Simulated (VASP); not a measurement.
# LiF (Griceite) (Fm-3m) in VASP: further runs

The runs below take LiF (Griceite) through single point, with PBE, r2SCAN.

All numbers are computed with VASP 6.6.1; they aren't measurements. Logs are shortened: lines on timing, memory, paths and dates and some standing lists are left out, and cuts for length are marked.

## (1) The cell of the first run

It takes space group Fm-3m (No. 225, cubic). The conventional cell has a = 3.990 Å, b = 3.990 Å, c = 3.990 Å, α = 90.00°, β = 90.00°, γ = 90.00°. Li (site symmetry m-3m) has 6 F at 1.99 Å within 2.6 Å. F (site symmetry m-3m) has 6 Li at 1.99 Å within 2.6 Å.

## (2) Single point, PBE

INCAR

```
ALGO = Normal
EDIFF = 1E-7
ENCUT = 520
GGA = PE
ISIF = 2
ISMEAR = 0
LASPH = T
LCHARG = F
LREAL = F
LWAVE = F
NBANDS = 12
NELM = 60
PREC = Accurate
SIGMA = 0.01
```

KPOINTS

```
k-points
0
Gamma
  8 8 8
```

POSCAR

```
LiF
1.0
    0.0000000000      1.9948691814      1.9948691814
    1.9948691814      0.0000000000      1.9948691814
    1.9948691814      1.9948691814      0.0000000000
Li F
1 1
Direct
    0.0000000000      0.0000000000      0.0000000000
    0.5000000000      0.5000000000      0.5000000000
```

Potentials or basis: VASP PAW PBE potentials, release 64 (Li_sv, F).

The run is started by

```console
cat potpaw_PBE.64/Li_sv/POTCAR potpaw_PBE.64/F/POTCAR > POTCAR
mpirun -np 1 vasp_std > vasp.out
```

OUTCAR:

```text
EDIFF = 1E-7
   ENCUT = 520
   GGA = PE
   ISIF = 2
   ISMEAR = 0
   LASPH = T
   LREAL = F
   NELM = 60
   PREC = Accurate

 ion  position               nearest neighbor table
   1  0.000  0.000  0.000-   2 1.99   2 1.99   2 1.99   2 1.99   2 1.99   2 1.99
   2  0.500  0.500  0.500-   1 1.99   1 1.99   1 1.99   1 1.99   1 1.99   1 1.99

  LATTYP: Found a face centered cubic cell.
 ALAT       =     3.9897383628

  Lattice vectors:

 A1 = (   0.0000000000,   1.9948691814,   1.9948691814)
 A2 = (   1.9948691814,   0.0000000000,   1.9948691814)
 A3 = (   1.9948691814,   1.9948691814,   0.0000000000)

Analysis of symmetry for initial positions (statically):
=====================================================================
 Subroutine PRICEL returns:
 Original cell was already a primitive cell.

 Routine SETGRP: Setting up the symmetry group for a
 face centered cubic supercell.

 Subroutine GETGRP returns: Found 48 space group operations
 (whereof 48 operations were pure point group operations)
 out of a pool of 48 trial point group operations.

The static configuration has the point symmetry O_h .

Analysis of symmetry for dynamics (positions and initial velocities):
=====================================================================
 Subroutine PRICEL returns:
 Original cell was already a primitive cell.

 Routine SETGRP: Setting up the symmetry group for a
 face centered cubic supercell.

 Subroutine GETGRP returns: Found 48 space group operations
 (whereof 48 operations were pure point group operations)
 out of a pool of 48 trial point group operations.

The dynamic configuration has the point symmetry O_h .

 Subroutine INISYM returns: Found 48 space group operations
 (whereof 48 operations are pure point group operations),
 and found     1 'primitive' translations

----------------------------------------------------------------------------------------

                                     Primitive cell

  volume of cell :      15.8772

  direct lattice vectors                    reciprocal lattice vectors
     0.000000000  1.994869181  1.994869181    -0.250643002  0.250643002  0.250643002
     1.994869181  0.000000000  1.994869181     0.250643002 -0.250643002  0.250643002
     1.994869181  1.994869181  0.000000000     0.250643002  0.250643002 -0.250643002

  length of vectors
     2.821171051  2.821171051  2.821171051     0.434126414  0.434126414  0.434126414

  position of ions in fractional coordinates (direct lattice)
     0.000000000  0.000000000  0.000000000
     0.500000000  0.500000000  0.500000000

  ion indices of the primitive-cell ions
   primitive index   ion index
                 1           1
                 2           2

----------------------------------------------------------------------------------------

 KPOINTS: k-points

Automatic generation of k-mesh.
 Grid dimensions read from file:
 generate k-points for:    8    8    8

 Generating k-lattice:

  Cartesian coordinates                     Fractional coordinates (reciprocal lattice)
    -0.031330375  0.031330375  0.031330375     0.125000000  0.000000000  0.000000000
     0.031330375 -0.031330375  0.031330375     0.000000000  0.125000000  0.000000000
     0.031330375  0.031330375 -0.031330375     0.000000000  0.000000000  0.125000000

  Length of vectors
     0.054265802  0.054265802  0.054265802

  Shift w.r.t. Gamma in fractional coordinates (k-lattice)
     0.000000000  0.000000000  0.000000000

 Subroutine IBZKPT returns following result:
 ===========================================

 Found     29 irreducible k-points:

 Following reciprocal coordinates:
            Coordinates               Weight
  0.000000  0.000000  0.000000      1.000000
  0.125000  0.000000  0.000000      8.000000
  0.250000  0.000000  0.000000      8.000000
  0.375000  0.000000  0.000000      8.000000
  0.500000  0.000000  0.000000      4.000000
  0.125000  0.125000  0.000000      6.000000
[... 16 lines left out ...]
  0.500000  0.250000  0.125000     48.000000
 -0.375000  0.250000  0.125000     24.000000
 [... further k-points ...]
   k-points           NKPTS =     29   k-points in BZ     NKDIM =     29   number of bands    NBANDS=     12
   number of dos      NEDOS =    301   number of ions     NIONS =      2
   total plane-waves  NPLWV =  13824
   dimension x,y,z NGX =    24 NGY =   24 NGZ =   24
   dimension x,y,z NGXF=    48 NGYF=   48 NGZF=   48
   ions per type =               1   1
   NGX,Y,Z   is equivalent  to a cutoff of  14.14, 14.14, 14.14 a.u.
   NGXF,Y,Z  is equivalent  to a cutoff of  28.29, 28.29, 28.29 a.u.
 SYSTEM =  unknown system
   PREC   = accura    normal or accurate (medium, high low for compatibility)
   ISTART =      0    job   : 0-new  1-cont  2-samecut
   ICHARG =      2    charge: 1-file 2-atom 10-const
   ISPIN  =      1    spin polarized calculation?
   LNONCOLLINEAR =      F non collinear calculations
   LSORBIT =      F    spin-orbit coupling
   LASPH  =      T    aspherical Exc in radial PAW
   ENCUT  =  520.0 eV  38.22 Ry    6.18 a.u.   5.25  5.25  5.25*2*pi/ulx,y,z
   NELM   =     60;   NELMIN=  2; NELMDL= -5     # of ELM steps
   EDIFF  = 0.1E-06   stopping-criterion for ELM
   LREAL  =      F    real-space projection
   EDIFFG = 0.1E-05   stopping-criterion for IOM
   NSW    =      0    number of steps for IOM
   IBRION =     -1    ionic relax: 0-MD 1-quasi-New 2-CG
   NFREE  =      0    steps in history (QN), initial steepest desc. (CG)
   ISIF   =      2    stress and relaxation
   ISYM   =      2    0-nonsym 1-usesym 2-fastsym
   POTIM  = 0.5000    time-step for ionic-motion
   TEBEG  =    0.0;   TEEND  =   0.0 temperature during run
   PSTRESS=    0.0 pullay stress
   NELECT =      10.0000    total number of electrons
   NUPDOWN=      -1.0000    fix difference up-down
   EMIN   =  10.00;   EMAX   =-10.00  energy-range for DOS
   EFERMI =   0.00;   METHOD = LEGACY
   ISMEAR =     0;   SIGMA  =   0.01  broadening in eV -4-tet -1-fermi 0-gaus
   EFERMI_NEDOS =   21; number of points for ismear=-14 and -15
   IALGO  =     38    algorithm
   IMIX   =      4    mixing-type and parameters
     AMIX     =   0.40;   BMIX     =  1.00
     AMIX_MAG =   1.60;   BMIX_MAG =  1.00
  volume/ion in A,a.u.               =       7.94        53.57
  Fermi-wavevector in a.u.,A,eV,Ry     =   1.403300  2.651852 26.793271  1.969250
  Thomas-Fermi vector in A             =   2.525975
   LORBIT       =      0    0 simple, 1 ext, 2 COOP (PROOUT), +10 PAW based schemes
   GGA     = PE    functional components
   LHFCALC =     F    Hartree Fock is set to
   AEXX    =    0.0000 exact exchange contribution
   IVDW    =     0    specifies the selected vdW correction
   LEPSILON=     F    determine dielectric tensor
   LRPA    =     F    only Hartree local field effects (RPA)
 non-spin polarized calculation
 Gauss-broadening in eV      SIGMA  =   0.01
  energy-cutoff  :      520.00
  volume of cell :       15.88
 maximum number of plane-waves:       444
 NGX is ok and might be reduce to    24
   NGX = 11   NGY = 11   NGZ = 11

 number of electron      10.0000000 magnetization

 number of electron       9.9999997 magnetization

 Free energy of the ion-electron system (eV)
  ---------------------------------------------------
  ext. energy  EPLUGINS =         0.00000000
  ---------------------------------------------------
  free energy    TOTEN  =        -9.62794600 eV

  energy without entropy =       -9.62794600  energy(sigma->0) =       -9.62794600

 E-fermi :  -0.6495     XC(G=0): -10.1228

 val. band max:       -0.8421517852   @ k =   0.0000   0.0000   0.0000
 cond. band min:       8.5098767453   @ k =   0.0000   0.0000   0.0000
 fundamental gap:      9.3520285305
 Fermi energy:        -0.6494546292

 k-point     1 :       0.0000    0.0000    0.0000
  band No.  band energies     occupation
      1     -41.7001      2.00000
      2     -20.8959      2.00000
      3      -0.8422      2.00000
      4      -0.8422      2.00000
      5      -0.8422      2.00000
      6       8.5099      0.00000
      7      23.5069      0.00000
      8      23.5069      0.00000
      9      23.5069      0.00000
     10      23.7658      0.00000
     11      23.7658      0.00000
     12      23.7658      0.00000

 k-point     2 :       0.1250    0.0000    0.0000
  band No.  band energies     occupation
      1     -41.6905      2.00000
      2     -20.8336      2.00000
      3      -1.2903      2.00000
      4      -0.8788      2.00000
      5      -0.8788      2.00000
      6       8.9435      0.00000
      7      20.0118      0.00000
      8      21.8047      0.00000
      9      21.8047      0.00000
     10      25.1592      0.00000
     11      25.1628      0.00000
     12      25.1628      0.00000

 k-point     3 :       0.2500    0.0000    0.0000
  band No.  band energies     occupation
      1     -41.6671      2.00000
      2     -20.6771      2.00000
      3      -2.2549      2.00000
      4      -0.9647      2.00000
      5      -0.9647      2.00000
      6       9.7378      0.00000
      7      17.3612      0.00000
      8      19.9789      0.00000
      9      19.9789      0.00000
     10      26.5968      0.00000
     11      27.0486      0.00000
     12      27.0486      0.00000

 k-point     4 :       0.3750    0.0000    0.0000
  band No.  band energies     occupation
      1     -41.6437      2.00000
      2     -20.5114      2.00000
      3      -3.1122      2.00000
      4      -1.0468      2.00000
      5      -1.0468      2.00000
      6      10.0895      0.00000
      7      16.3467      0.00000
      8      18.7228      0.00000
      9      18.7228      0.00000
     10      28.5560      0.00000
     11      29.3468      0.00000
     12      29.3468      0.00000

 k-point     5 :       0.5000    0.0000    0.0000
  band No.  band energies     occupation
      1     -41.6341      2.00000
      2     -20.4405      2.00000
      3      -3.4461      2.00000
      4      -1.0798      2.00000
      5      -1.0798      2.00000
      6      10.0826      0.00000
      7      16.2401      0.00000
      8      18.2829      0.00000
      9      18.2830      0.00000
     10      30.0408      0.00000
     11      30.6911      0.00000
     12      30.6911      0.00000
[... 228 lines left out ...]
      1     -41.6173      2.00000
      2     -20.1541      2.00000
      3      -3.9721      2.00000
      4      -1.8827      2.00000
      5      -1.8827      2.00000
      6      14.2410      0.00000
      7      15.7660      0.00000
      8      16.9589      0.00000
      9      19.7364      0.00000
     10      19.7364      0.00000
     11      33.0935      0.00000
     12      37.9197      0.00000

 k-point    22 :       0.3750    0.2500    0.1250
  band No.  band energies     occupation
      1     -41.6507      2.00000
      2     -20.5329      2.00000
      3      -2.5246      2.00000
      4      -1.6338      2.00000
      5      -1.1452      2.00000
      6      10.9000      0.00000
      7      16.4293      0.00000
      8      19.0868      0.00000
      9      19.6097      0.00000
     10      23.1986      0.00000
     11      30.7387      0.00000
     12      30.8233      0.00000

 k-point    23 :       0.5000    0.2500    0.1250
  band No.  band energies     occupation
      1     -41.6325      2.00000
      2     -20.3798      2.00000
      3      -3.0374      2.00000
      4      -2.0029      2.00000
      5      -1.2720      2.00000
      6      11.6712      0.00000
      7      15.3558      0.00000
      8      18.5092      0.00000
      9      18.9823      0.00000
     10      25.2388      0.00000
     11      29.9625      0.00000
     12      32.6779      0.00000

 k-point    24 :      -0.3750    0.2500    0.1250
  band No.  band energies     occupation
      1     -41.6250      2.00000
      2     -20.3142      2.00000
      3      -3.2569      2.00000
      4      -2.1223      2.00000
      5      -1.3427      2.00000
      6      11.8647      0.00000
      7      15.1593      0.00000
      8      18.3801      0.00000
      9      18.6636      0.00000
     10      27.1852      0.00000
     11      28.3071      0.00000
     12      33.9525      0.00000

 [... further k-points ...]

------------------------ aborting loop because EDIFF is reached ----------------------------------------

  FORCE on cell =-STRESS in cart. coord.  units (eV):
  Direction    XX          YY          ZZ          XY          YZ          ZX
  --------------------------------------------------------------------------------------
  -------------------------------------------------------------------------------------
  Total        0.3937824      0.3937824      0.3937824      0.0000000     -0.0000000      0.0000000
  in kB       39.7368650     39.7368650     39.7368650      0.0000000     -0.0000000      0.0000000
  external PRESSURE =      39.7368650 kB  Pullay stress =       0.0000000 kB

 VOLUME and BASIS-vectors are now :
 -----------------------------------------------------------------------------
  energy-cutoff  :      520.00
  volume of cell :       15.88
      direct lattice vectors                 reciprocal lattice vectors
     0.000000000  1.994869181  1.994869181    -0.250643002  0.250643002  0.250643002
     1.994869181  0.000000000  1.994869181     0.250643002 -0.250643002  0.250643002
     1.994869181  1.994869181  0.000000000     0.250643002  0.250643002 -0.250643002

 POSITION                                       TOTAL-FORCE (eV/Angst)
 -----------------------------------------------------------------------------------
      0.00000      0.00000      0.00000         0.000000      0.000000      0.000000
      1.99487      1.99487      1.99487        -0.000000     -0.000000     -0.000000
 -----------------------------------------------------------------------------------
    total drift:                               -0.000000     -0.000000      0.000000

  FREE ENERGIE OF THE ION-ELECTRON SYSTEM (eV)
  ---------------------------------------------------
  free  energy   TOTEN  =        -9.6279460011 eV

  energy  without entropy=       -9.6279460011  energy(sigma->0) =       -9.62794600
```

Run time: 12 s. Hardware: 1 thread of Intel Xeon 8259CL, shared host; peak memory 0.1 GiB.

Results:

| Item | Value |
| --- | --- |
| Free energy | -9.6279 eV |
| Band gap on the k mesh | 9.35 eV, direct |

Caveat: the cutoff is under 1.25 times the usual one of these potentials, so pressure, stress and relaxed cells hold a basis-set (Pulay) error.

## (3) Single point, PBE

INCAR

```
SYSTEM = LiF
PREC = Accurate ; ENCUT = 520
EDIFF = 1E-6 ; ISMEAR = 0
SIGMA = 0.01 ; LREAL = .False.
LASPH = .True. ; NELM = 60
ALGO = Normal ; ISIF = 2
LWAVE = .False. ; LCHARG = .False.
GGA = PE ; NBANDS = 12
```

KPOINTS

```
Automatic mesh
0
Gamma
  8 8 8
  0 0 0
```

POSCAR is that of step 2.

Potentials or basis: VASP PAW PBE potentials, release 64 (Li_sv, F).

The run is started by

```console
cat potpaw_PBE.64/Li_sv/POTCAR potpaw_PBE.64/F/POTCAR > POTCAR
mpirun -np 1 vasp_std > vasp.out
```

Wall time 13 s (1 thread of Intel Xeon 8259CL, shared host); peak memory 0.1 GiB.

The run converged. Its results:

```
Free energy            : -9.6279 eV
Band gap on the k mesh : 9.35 eV, direct
```

Levels at points of the mesh, in eV from the valence-band top:
```
           k point  band 3  band 4  band 5  band 6  band 7  band 8
(0.00, 0.00, 0.00)    0.00    0.00    0.00    9.35   24.35   24.35
(0.50, 0.00, 0.00)   -2.60   -0.24   -0.24   10.92   17.08   19.12
(0.50, 0.50, 0.00)   -3.13   -1.04   -1.04   15.08   16.61   17.80
```

Caveat: the cutoff is under 1.25 times the usual one of these potentials, so pressure, stress and relaxed cells hold a basis-set (Pulay) error.

## (4) Single point, r2SCAN

POSCAR is that of step 3.

INCAR.step1

```
ALGO = Normal
EDIFF = 1E-4
ENCUT = 520
GGA = PE
ISMEAR = 0
LASPH = T
LCHARG = F
LREAL = F
LWAVE = T
NBANDS = 12
NELM = 60
PREC = Accurate
SIGMA = 0.01
```

INCAR.step2

```
ALGO = Normal
EDIFF = 1E-6
ENCUT = 520
ISIF = 2
ISMEAR = 0
ISTART = 1
LASPH = T
LCHARG = F
LMIXTAU = T
LREAL = F
LWAVE = F
METAGGA = R2SCAN
NBANDS = 12
NELM = 60
PREC = Accurate
SIGMA = 0.01
```

KPOINTS

```
k-points
0
Gamma
  8 8 8
```

The run is started by

```console
cat potpaw_PBE.64/Li_sv/POTCAR potpaw_PBE.64/F/POTCAR > POTCAR
cp INCAR.step1 INCAR
mpirun -np 1 vasp_std > vasp.out
cp INCAR.step2 INCAR
mpirun -np 1 vasp_std > vasp.out
```

Wall time 66 s (1 thread of Intel Xeon 8259CL, shared host); peak memory 0.11 GiB.

Results (log left out):

| Item | Value |
| --- | --- |
| Free energy | -11.9030 eV |
| Band gap on the k mesh | 10.55 eV, direct |

Levels at points of the mesh, in eV from the valence-band top:
```csv
k point,band 2,band 3,band 4,band 5,band 6,band 7,band 8,band 9
"(0.00, 0.00, 0.00)",-21.17,0.00,0.00,0.00,10.55,25.77,25.77,25.77
"(0.50, 0.00, 0.00)",-20.74,-2.58,-0.25,-0.25,11.99,18.50,20.68,20.68
"(0.50, 0.50, 0.00)",-20.46,-3.13,-1.05,-1.05,16.35,17.59,19.49,22.28
```

Caveat: the cutoff is under 1.25 times the usual one of these potentials, so pressure, stress and relaxed cells hold a basis-set (Pulay) error; the PAW data sets were made with another functional, which shifts forces and pressure a little.
